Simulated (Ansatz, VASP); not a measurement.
SrHg2Ge2 in VASP and in Ansatz

File INCAR:

```
SYSTEM = SrHg2Ge2
ALGO = Normal
EDIFF = 1E-7
ENCUT = 520
GGA = RP
ISIF = 2
ISMEAR = -1
LASPH = .True.
LCHARG = .False.
LREAL = .False.
LWAVE = .False.
NBANDS = 39
NELM = 100
PREC = Accurate
SIGMA = 0.1
```

The input KPOINTS:

```
k-points
0
Gamma
  5 5 3
  0 0 0
```

Contents of POSCAR:

```
SrHg2Ge2
1.0
    2.2426220000      3.8843310000      0.0000000000
   -2.2426220000      3.8843310000      0.0000000000
    0.0000000000      0.0000000000      7.4503240000
Sr Hg Ge
1 2 2
Direct
    0.0000000000      0.0000000000      0.0000000000
    0.3333000000      0.3334000000      0.6308000000
    0.6667000000      0.6666000000      0.3692000000
    0.3333000000      0.3334000000      0.2508000000
    0.6667000000      0.6666000000      0.7492000000
```

Input for Ansatz:

```yaml
crystal:
  lattice:
    - [2.242622, 3.884331, 0.0]
    - [-2.242622, 3.884331, 0.0]
    - [0.0, 0.0, 7.450324]
  atoms:
    - { symbol: Sr, position: [0.0, 0.0, 0.0] }
    - { symbol: Hg, position: [0.3333, 0.3334, 0.6308] }
    - { symbol: Hg, position: [0.6667, 0.6666, 0.3692] }
    - { symbol: Ge, position: [0.3333, 0.3334, 0.2508] }
    - { symbol: Ge, position: [0.6667, 0.6666, 0.7492] }
  symmetry: { tolerance: 0.0003 }
kpoints:
  mp_grid: { grid: [5, 5, 3], shift: [0, 0, 0] }
magnetization:
  spin_polarized: false
scf:
  occupations: { method: fermi_dirac }
hamiltonian:
  pseudopotentials: { kind: paw }
  xc: rpbe
basis:
  ecutwfc: "600 eV"
output:
  forces: true
  stress: true
  eigenvalues: true
```

Alike in both runs: task single point; functional RPBE; k mesh 5 × 5 × 3; no spin polarisation.

|  | VASP | Ansatz |
| --- | --- | --- |
| version | VASP 6.6.1 | Ansatz 0.2.0 |
| potentials or method | VASP PAW PBE potentials, release 64 (Sr_sv, Hg, Ge_d), cutoff 520 eV | PAW plane waves |
| occupations | fermi-dirac, width 0.1 eV | fermi-dirac |
| valence electrons in the cell | 62 | 78 |

VASP gave:

| Item | Value |
| --- | --- |
| gap on the k mesh at the Fermi level (eV) | none |
| pressure (GPa) | 3.6 |
| traceless stress, the component that is largest in VASP (GPa) | -0.59 |
| rms of the force components (eV/Å) | 0.111 |

Problem. What did Ansatz give for the same quantities?

Solution. gap on the k mesh at the Fermi level (eV): none; pressure (GPa): 3.4; traceless stress, the component that is largest in VASP (GPa): -0.58; rms of the force components (eV/Å): 0.112.

VASP's potentials were made for PBE, not for RPBE. Atom by atom the forces differ by 0.008 eV/Å (rms over components). A gap of «none» marks a metal or a gap that the smearing closes. VASP's potentials hold 62 valence electrons a cell and Ansatz's 78, so a difference there can come from the potentials and not from the codes. Ansatz's warnings: structure snapped to symmetry.

Spin-orbit coupling is off throughout.
